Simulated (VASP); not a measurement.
Crystal: BeTe.

```
Be Te
1.0
     0.00000    2.82862    2.71548
     2.82862    0.00000    2.71548
     2.82862    2.82862    0.00000
Be Te
1 1
Direct
  0.00000 0.00000 0.00000
  0.25000 0.25000 0.25000
```

This cell differs from its parent crystal: uniaxial z strain -4.0%.

Base run:

```yaml
Program: VASP 6.6.1
Functional: PBE
Potentials_or_basis: VASP PAW PBE potentials, release 64 (Be, Te)
Cutoff: 600 eV
k_mesh: 8 × 8 × 8
Occupations: fermi-dirac, width 0.02 eV
Spin: no spin polarisation
```

Its results: band gap on the k mesh 1.58 eV, indirect (least direct gap 3.40 eV); pressure 2.9 GPa.

Question: The run is repeated on the same cell with these changes: k mesh from 8 × 8 × 8 to 4 × 4 × 4; occupations from fermi-dirac, width 0.02 eV to gaussian, width 0.01 eV. What comes out?

Answer: Band gap on the k mesh 1.57 eV, indirect (least direct gap 3.39 eV); pressure 3.4 GPa.

Caveats: some runs use coarse meshes; spin-orbit coupling is left out, which moves the levels of the heavy elements.

A k mesh can miss the band edges.
